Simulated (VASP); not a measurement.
# Fe2O3 (Pn-3m) in VASP: a series of runs

Fe2O3 is run at these levels: PBE; tasks: single point.

Program: VASP 6.6.1. These are calculated values, not measurements. Logs are shortened: lines on timing, memory, paths and dates and some standing lists are left out, and cuts for length are marked.

### Step 1. The cell of the first run

Symmetry: Pn-3m, No. 224, cubic system. The conventional cell has a = 4.525 Å, b = 4.525 Å, c = 4.525 Å, α = 90.00°, β = 90.00°, γ = 90.00°. Fe (site symmetry -3m) has 6 O at 1.96 Å within 2.6 Å. O (site symmetry -42m) has 4 Fe at 1.96 Å and 4 O at 2.26 Å within 2.6 Å.

### Step 2. Single point, PBE

Contents of INCAR:

```
ALGO     = Normal         # electronic algorithm
EDIFF    = 1E-6           # SCF threshold, eV
ENCUT    = 520            # plane-wave cutoff, eV
GGA      = PE             # functional
ISIF     = 2              # what is computed and relaxed
ISMEAR   = -1             # smearing method
LASPH    = True           # aspherical terms in the spheres
LCHARG   = False          # write CHGCAR
LREAL    = False          # projectors in reciprocal space
LWAVE    = False          # write WAVECAR
NBANDS   = 45             # bands
NELM     = 100            # most SCF steps
PREC     = Accurate       # precision mode
SIGMA    = 0.06122561905347299 # smearing width, eV
```

Contents of KPOINTS:

```
k-points
0
Gamma
  12 12 12
```

Contents of POSCAR:

```
Fe2O3
1.0
    4.5254219840      0.0000000000      0.0000000000
    0.0000000000      4.5254219840      0.0000000000
    0.0000000000      0.0000000000      4.5254219840
Fe O
4 6
Direct
    0.2500000000      0.2500000000      0.2500000000
    0.7500000000      0.7500000000      0.2500000000
    0.7500000000      0.2500000000      0.7500000000
    0.2500000000      0.7500000000      0.7500000000
    0.5000000000      0.0000000000      0.0000000000
    0.0000000000      0.5000000000      0.0000000000
    0.0000000000      0.0000000000      0.5000000000
    0.5000000000      0.5000000000      0.0000000000
    0.5000000000      0.0000000000      0.5000000000
    0.0000000000      0.5000000000      0.5000000000
```

Potentials or basis: VASP PAW PBE potentials, release 64 (Fe, O).

On the command line:

```
$ cat potpaw_PBE.64/Fe/POTCAR potpaw_PBE.64/O/POTCAR > POTCAR
$ mpirun -np 1 vasp_std > vasp.out
```

OUTCAR:

```text
EDIFF = 1E-6
   ENCUT = 520
   GGA = PE
   ISIF = 2
   ISMEAR = -1
   LASPH = True
   LREAL = False
   NELM = 100
   PREC = Accurate

 ion  position               nearest neighbor table
   1  0.250  0.250  0.250-   5 1.96   6 1.96   7 1.96   8 1.96   9 1.96  10 1.96
   2  0.750  0.750  0.250-   5 1.96   6 1.96   7 1.96   8 1.96   9 1.96  10 1.96
   3  0.750  0.250  0.750-   5 1.96   6 1.96   7 1.96   8 1.96   9 1.96  10 1.96
   4  0.250  0.750  0.750-   5 1.96   6 1.96   7 1.96   8 1.96   9 1.96  10 1.96
   5  0.500  0.000  0.000-   1 1.96   2 1.96   3 1.96   4 1.96
   6  0.000  0.500  0.000-   1 1.96   2 1.96   3 1.96   4 1.96
   7  0.000  0.000  0.500-   1 1.96   2 1.96   3 1.96   4 1.96
   8  0.500  0.500  0.000-   1 1.96   2 1.96   3 1.96   4 1.96
   9  0.500  0.000  0.500-   1 1.96   2 1.96   3 1.96   4 1.96
  10  0.000  0.500  0.500-   1 1.96   2 1.96   3 1.96   4 1.96

  LATTYP: Found a simple cubic cell.
 ALAT       =     4.5254219840

  Lattice vectors:

 A1 = (   4.5254219840,   0.0000000000,   0.0000000000)
 A2 = (   0.0000000000,   4.5254219840,   0.0000000000)
 A3 = (   0.0000000000,   0.0000000000,   4.5254219840)

Analysis of symmetry for initial positions (statically):
=====================================================================
 Subroutine PRICEL returns:
 Original cell was already a primitive cell.

 Routine SETGRP: Setting up the symmetry group for a
 simple cubic supercell.

 Subroutine GETGRP returns: Found 48 space group operations
 (whereof 24 operations were pure point group operations)
 out of a pool of 48 trial point group operations.

The static configuration has the point symmetry T_d .
 The point group associated with its full space group is O_h .

Analysis of symmetry for dynamics (positions and initial velocities):
=====================================================================
 Subroutine PRICEL returns:
 Original cell was already a primitive cell.

 Routine SETGRP: Setting up the symmetry group for a
 simple cubic supercell.

 Subroutine GETGRP returns: Found 48 space group operations
 (whereof 24 operations were pure point group operations)
 out of a pool of 48 trial point group operations.

The dynamic configuration has the point symmetry T_d .
 The point group associated with its full space group is O_h .

 Subroutine INISYM returns: Found 48 space group operations
 (whereof 24 operations are pure point group operations),
 and found     1 'primitive' translations

----------------------------------------------------------------------------------------

                                     Primitive cell

  volume of cell :      92.6781

  direct lattice vectors                    reciprocal lattice vectors
     4.525421984  0.000000000  0.000000000     0.220973868  0.000000000  0.000000000
     0.000000000  4.525421984  0.000000000     0.000000000  0.220973868  0.000000000
     0.000000000  0.000000000  4.525421984     0.000000000  0.000000000  0.220973868

  length of vectors
     4.525421984  4.525421984  4.525421984     0.220973868  0.220973868  0.220973868

  position of ions in fractional coordinates (direct lattice)
     0.250000000  0.250000000  0.250000000
     0.750000000  0.750000000  0.250000000
     0.750000000  0.250000000  0.750000000
     0.250000000  0.750000000  0.750000000
     0.500000000  0.000000000  0.000000000
     0.000000000  0.500000000  0.000000000
     0.000000000  0.000000000  0.500000000
     0.500000000  0.500000000  0.000000000
     0.500000000  0.000000000  0.500000000
     0.000000000  0.500000000  0.500000000

  ion indices of the primitive-cell ions
   primitive index   ion index
                 1           1
                 2           2
                 3           3
                 4           4
                 5           5
                 6           6
                 7           7
                 8           8
                 9           9
                10          10

----------------------------------------------------------------------------------------

 KPOINTS: k-points

Automatic generation of k-mesh.
 Grid dimensions read from file:
 generate k-points for:   12   12   12

 Generating k-lattice:

  Cartesian coordinates                     Fractional coordinates (reciprocal lattice)
     0.018414489  0.000000000  0.000000000     0.083333333  0.000000000  0.000000000
     0.000000000  0.018414489  0.000000000     0.000000000  0.083333333  0.000000000
     0.000000000  0.000000000  0.018414489     0.000000000  0.000000000  0.083333333

  Length of vectors
     0.018414489  0.018414489  0.018414489

  Shift w.r.t. Gamma in fractional coordinates (k-lattice)
     0.000000000  0.000000000  0.000000000

 Subroutine IBZKPT returns following result:
 ===========================================

 Found     84 irreducible k-points:

 Following reciprocal coordinates:
            Coordinates               Weight
  0.000000  0.000000  0.000000      1.000000
[... 51 lines left out ...]
   LORBIT       =      0    0 simple, 1 ext, 2 COOP (PROOUT), +10 PAW based schemes
   GGA     = PE    functional components
   LHFCALC =     F    Hartree Fock is set to
   AEXX    =    0.0000 exact exchange contribution
   IVDW    =     0    specifies the selected vdW correction
   LEPSILON=     F    determine dielectric tensor
   LRPA    =     F    only Hartree local field effects (RPA)
 non-spin polarized calculation
  energy-cutoff  :      520.00
  volume of cell :       92.68
 maximum number of plane-waves:      2517
 NGX is ok and might be reduce to    36
   NGX = 17   NGY = 17   NGZ = 17

 number of electron      68.0000040 magnetization

 Free energy of the ion-electron system (eV)
  ---------------------------------------------------
  ext. energy  EPLUGINS =         0.00000000
  ---------------------------------------------------
  free energy    TOTEN  =       -70.43003989 eV

  energy without entropy =      -70.26376163  energy(sigma->0) =      -70.34690076

 E-fermi :   4.6961     XC(G=0): -12.1134

 val. band max:        4.6920772824   @ k =   0.4167   0.4167   0.4167
 cond. band min:       4.6962892911   @ k =   0.4167   0.3333   0.0000
 fundamental gap:      0.0042120088
 Fermi energy:         4.6960765399

 k-point     1 :       0.0000    0.0000    0.0000
  band No.  band energies     occupation
      1     -16.1484      2.00000
      2     -14.5356      2.00000
      3     -14.5356      2.00000
      4     -13.3773      2.00000
      5     -13.3773      2.00000
      6     -12.3302      2.00000
[... 37 lines left out ...]
     44       7.4386      0.00000
     45       8.3956      0.00000

 k-point     2 :       0.0833    0.0000    0.0000
  band No.  band energies     occupation
      1     -16.1232      2.00000
      2     -14.5635      2.00000
      3     -14.5190      2.00000
      4     -13.4011      2.00000
      5     -13.3658      2.00000
      6     -12.3621      2.00000
[... 37 lines left out ...]
     44       7.4068      0.00000
     45       8.5551      0.00000

 k-point     3 :       0.1667    0.0000    0.0000
  band No.  band energies     occupation
      1     -16.0487      2.00000
      2     -14.6458      2.00000
      3     -14.4699      2.00000
      4     -13.4699      2.00000
      5     -13.3322      2.00000
      6     -12.4501      2.00000
[... 37 lines left out ...]
     44       7.3226      0.00000
     45       8.9512      0.00000

 k-point     4 :       0.2500    0.0000    0.0000
  band No.  band energies     occupation
      1     -15.9283      2.00000
      2     -14.7782      2.00000
      3     -14.3903      2.00000
      4     -13.5766      2.00000
      5     -13.2770      2.00000
      6     -12.5756      2.00000
[... 901 lines left out ...]
     44       7.1380      0.00000
     45      11.0974      0.00000

 k-point    23 :       0.3333    0.3333    0.0000
  band No.  band energies     occupation
      1     -15.4378      2.00000
      2     -14.8837      2.00000
      3     -14.3641      2.00000
      4     -13.8784      2.00000
      5     -13.3246      2.00000
      6     -13.0417      2.00000
[... 37 lines left out ...]
     44       7.2475      0.00000
     45      10.9387      0.00000

 k-point    24 :       0.4167    0.3333    0.0000
  band No.  band energies     occupation
      1     -15.2793      2.00000
      2     -14.9726      2.00000
      3     -14.2886      2.00000
      4     -14.0138      2.00000
      5     -13.2970      2.00000
      6     -13.1483      2.00000
[... 37 lines left out ...]
     44       7.2136      0.00000
     45      11.2314      0.00000

 [... further k-points ...]
[... 5 lines left out ...]
  --------------------------------------------------------------------------------------
  -------------------------------------------------------------------------------------
  Total       -1.8479077     -1.8479077     -1.8479077      0.0000000      0.0000000      0.0000000
  in kB      -31.9457888    -31.9457888    -31.9457888      0.0000000      0.0000000      0.0000000
  external PRESSURE =     -31.9457888 kB  Pullay stress =       0.0000000 kB

 VOLUME and BASIS-vectors are now :
 -----------------------------------------------------------------------------
  energy-cutoff  :      520.00
  volume of cell :       92.68
      direct lattice vectors                 reciprocal lattice vectors
     4.525421984  0.000000000  0.000000000     0.220973868  0.000000000  0.000000000
     0.000000000  4.525421984  0.000000000     0.000000000  0.220973868  0.000000000
     0.000000000  0.000000000  4.525421984     0.000000000  0.000000000  0.220973868

 POSITION                                       TOTAL-FORCE (eV/Angst)
 -----------------------------------------------------------------------------------
      1.13136      1.13136      1.13136        -0.000000      0.000000     -0.000000
      3.39407      3.39407      1.13136         0.000000     -0.000000     -0.000000
      3.39407      1.13136      3.39407        -0.000000     -0.000000      0.000000
      1.13136      3.39407      3.39407         0.000000      0.000000      0.000000
      2.26271      0.00000      0.00000        -0.000000      0.000000     -0.000000
      0.00000      2.26271      0.00000        -0.000000      0.000000     -0.000000
      0.00000      0.00000      2.26271        -0.000000      0.000000     -0.000000
      2.26271      2.26271      0.00000        -0.000000      0.000000     -0.000000
      2.26271      0.00000      2.26271        -0.000000      0.000000      0.000000
      0.00000      2.26271      2.26271        -0.000000      0.000000     -0.000000
 -----------------------------------------------------------------------------------
    total drift:                               -0.000000      0.000000     -0.000000

  FREE ENERGIE OF THE ION-ELECTRON SYSTEM (eV)
  ---------------------------------------------------
  free  energy   TOTEN  =       -70.4300398920 eV

  energy  without entropy=      -70.2637616278  energy(sigma->0) =      -70.34690076
```

Wall time 4 min (1 thread of AMD EPYC 9R45 (Zen 5), shared host); peak memory 0.34 GiB.

What came out:

* Free energy: -70.4300 eV
* Pressure: -3.2 GPa
* Band gap on the k mesh: zero (bands 34 and 35 overlap by 0.34 eV)

Caveat: the cell stands under tension; the run has no spin polarisation, though such a crystal can be magnetic; semilocal functionals often make such compounds metallic where correlation or magnetic order opens a gap, which also shifts bond lengths. Spin polarisation is off, so any magnetic state and its effect on volume and gap are missing.

### Step 3. Single point, PBE

This run uses another cell than the first one, of 9.45 Å³/atom.

Contents of INCAR:

```
SYSTEM = Fe2O3
PREC     = Accurate       ! precision mode
ENCUT    = 520            ! plane-wave cutoff, eV
EDIFF    = 1E-6           ! SCF threshold, eV
ISMEAR   = -1             ! smearing method
SIGMA    = 0.06122561905347299 ! smearing width, eV
LREAL    = .False.        ! projectors in reciprocal space
LASPH    = .True.         ! aspherical terms in the spheres
NELM     = 80             ! most SCF steps
ALGO     = Normal         ! electronic algorithm
ISIF     = 2              ! what is computed and relaxed
LWAVE    = .False.        ! write WAVECAR
LCHARG   = .False.        ! write CHGCAR
GGA      = PE             ! functional
NBANDS   = 45             ! bands
```

Contents of KPOINTS:

```
regular mesh
0
Gamma
  12 12 12
  0 0 0
```

POSCAR: that of step 2 with these lines changed.

```diff
@@ -2,5 +2,5 @@
 1.0
-    4.5254219840      0.0000000000      0.0000000000
-    0.0000000000      4.5254219840      0.0000000000
-    0.0000000000      0.0000000000      4.5254219840
+    4.5548086644      0.0000000000      0.0000000000
+    0.0000000000      4.5548086644      0.0000000000
+    0.0000000000      0.0000000000      4.5548086644
 Fe O
```

Potentials or basis: VASP PAW PBE potentials, release 64 (Fe, O).

On the command line:

```
$ cat potpaw_PBE.64/Fe/POTCAR potpaw_PBE.64/O/POTCAR > POTCAR
$ mpirun -np 1 vasp_std > vasp.out
```

Run time: 4.2 min. Hardware: 1 thread of AMD EPYC 9R45 (Zen 5), shared host; peak memory 0.35 GiB.

The run converged. Its results:

```
Free energy            : -70.3720 eV
Pressure               : -7.4 GPa
Band gap on the k mesh : zero (bands 34 and 35 overlap by 0.32 eV)
```

Levels at points of the mesh, in eV from the Fermi level:
| k point | band 32 | band 33 | band 34 | band 35 | band 36 | band 37 |
| --- | --- | --- | --- | --- | --- | --- |
| (0.00, 0.00, 0.00) | -0.42 | -0.42 | 0.32 | 0.32 | 0.32 | 0.51 |
| (0.50, 0.00, 0.00) | -0.33 | 0.03 | 0.03 | 0.15 | 0.15 | 1.01 |
| (0.50, 0.50, 0.00) | -0.31 | -0.03 | -0.03 | 0.08 | 0.08 | 1.35 |
| (0.50, 0.50, 0.50) | -0.58 | -0.58 | 0.05 | 0.05 | 0.05 | 0.71 |

Caveat: the cell stands under tension; the run has no spin polarisation, though such a crystal can be magnetic; semilocal functionals often make such compounds metallic where correlation or magnetic order opens a gap, which also shifts bond lengths. With open d or f shells a metallic result of PBE can be an artefact of self-interaction; +U or a hybrid may open a gap.

### Step 4. Single point, PBE

This run uses another cell than the first one, of 9.09 Å³/atom.

Contents of INCAR:

```
PREC = Accurate
ENCUT = 520
EDIFF = 1E-6
ISMEAR = -1
SIGMA = 0.06122561905347299
LREAL = False
LASPH = True
NELM = 100
ALGO = Normal
ISIF = 2
LWAVE = False
LCHARG = True
GGA = PE
LELF = True
LVHAR = True
NBANDS = 45
```

Contents of KPOINTS:

```
regular mesh
0
Gamma
  12 12 12
```

POSCAR: that of step 3 with these lines changed.

```diff
@@ -2,5 +2,5 @@
 1.0
-    4.5548086644      0.0000000000      0.0000000000
-    0.0000000000      4.5548086644      0.0000000000
-    0.0000000000      0.0000000000      4.5548086644
+    4.4956486089      0.0000000000      0.0000000000
+    0.0000000000      4.4956486089      0.0000000000
+    0.0000000000      0.0000000000      4.4956486089
 Fe O
```

On the command line:

```
$ cat potpaw_PBE.64/Fe/POTCAR potpaw_PBE.64/O/POTCAR > POTCAR
$ mpirun -np 1 vasp_std > vasp.out
```

It took 2.9 min on 1 thread of Intel Xeon 6975P-C (Granite Rapids), shared host; peak memory 0.36 GiB.

The run converged. Its results:

```yaml
Free_energy: -70.4376 eV
Pressure: 1.5 GPa
Band_gap_on_the_k_mesh: zero (bands 34 and 35 overlap by 0.35 eV)
```

Levels at points of the mesh, in eV from the Fermi level:
```tsv
k point	band 30	band 31	band 32	band 33	band 34	band 35	band 36	band 37	band 38	band 39
(0.00, 0.00, 0.00)	-0.65	-0.45	-0.45	-0.45	0.34	0.34	0.34	0.59	0.59	2.44
(0.50, 0.00, 0.00)	-0.52	-0.34	-0.34	0.03	0.03	0.16	0.16	1.11	1.11	1.95
(0.50, 0.50, 0.00)	-0.57	-0.32	-0.32	-0.03	-0.03	0.09	0.09	1.44	1.44	1.69
(0.50, 0.50, 0.50)	-0.81	-0.62	-0.62	-0.62	0.05	0.05	0.05	0.81	0.81	0.81
```

Caveat: the run has no spin polarisation, though such a crystal can be magnetic; semilocal functionals often make such compounds metallic where correlation or magnetic order opens a gap, which also shifts bond lengths.

### Step 5. Single point, PBE

Contents of INCAR:

```
SYSTEM = Fe2O3
  PREC = Accurate
  ENCUT = 520
  EDIFF = 1E-6
  ISMEAR = -1
  SIGMA = 0.06122561905347299
  LREAL = .False.
  LASPH = .True.
  NELM = 60
  ALGO = Normal
  ISIF = 2
  LWAVE = .False.
  LCHARG = .True.
  GGA = PE
  LELF = .True.
  LVHAR = .True.
  NBANDS = 45
```

Contents of KPOINTS:

```
Automatic mesh
0
Gamma
  12 12 12
  0 0 0
```

POSCAR: that of step 4 with these lines changed.

```diff
@@ -2,5 +2,5 @@
 1.0
-    4.4956486089      0.0000000000      0.0000000000
-    0.0000000000      4.4956486089      0.0000000000
-    0.0000000000      0.0000000000      4.4956486089
+    4.5254219840      0.0000000000      0.0000000000
+    0.0000000000      4.5254219840      0.0000000000
+    0.0000000000      0.0000000000      4.5254219840
 Fe O
```

On the command line:

```
$ cat potpaw_PBE.64/Fe/POTCAR potpaw_PBE.64/O/POTCAR > POTCAR
$ mpirun -np 1 vasp_std > vasp.out
```

Wall time 3.1 min (1 thread of Intel Xeon 6975P-C (Granite Rapids), shared host); peak memory 0.37 GiB.

The run converged. Its results:

| Property | Result |
| --- | --- |
| Free energy | -70.4300 eV |
| Pressure | -3.2 GPa |
| Band gap on the k mesh | zero (bands 34 and 35 overlap by 0.34 eV) |

Levels at points of the mesh, in eV from the Fermi level:
```csv
k point,band 31,band 32,band 33,band 34,band 35,band 36,band 37,band 38
"(0.00, 0.00, 0.00)",-0.44,-0.44,-0.44,0.33,0.33,0.33,0.55,0.55
"(0.50, 0.00, 0.00)",-0.34,-0.34,0.03,0.03,0.16,0.16,1.06,1.06
"(0.50, 0.50, 0.00)",-0.32,-0.32,-0.03,-0.03,0.08,0.08,1.39,1.39
"(0.50, 0.50, 0.50)",-0.60,-0.60,-0.60,0.05,0.05,0.05,0.76,0.76
```

Caveat: the cell stands under tension; the run has no spin polarisation, though such a crystal can be magnetic; semilocal functionals often make such compounds metallic where correlation or magnetic order opens a gap, which also shifts bond lengths.

### Step 6. The runs side by side

| cell | gap on the mesh (eV) | pressure (GPa) |
| --- | --- | --- |
| a = 4.525 Å, 10 atoms | none | -3.2 |
| a = 4.555 Å, 10 atoms | none | -7.4 |
| a = 4.496 Å, 10 atoms | none | 1.5 |

Alike in all rows: task single point; level PBE; potentials or basis VASP PAW PBE potentials, release 64 (Fe, O); no spin polarisation; k mesh 12 × 12 × 12; cutoff (eV) 520; smearing fermi-dirac 0.0612256 eV.

Caveats: the run has no spin polarisation, though such a crystal can be magnetic; semilocal functionals often make such compounds metallic where correlation or magnetic order opens a gap, which also shifts bond lengths; the cell stands under tension (at least some runs).

Absolute energies hang on the potentials; compare differences alone.
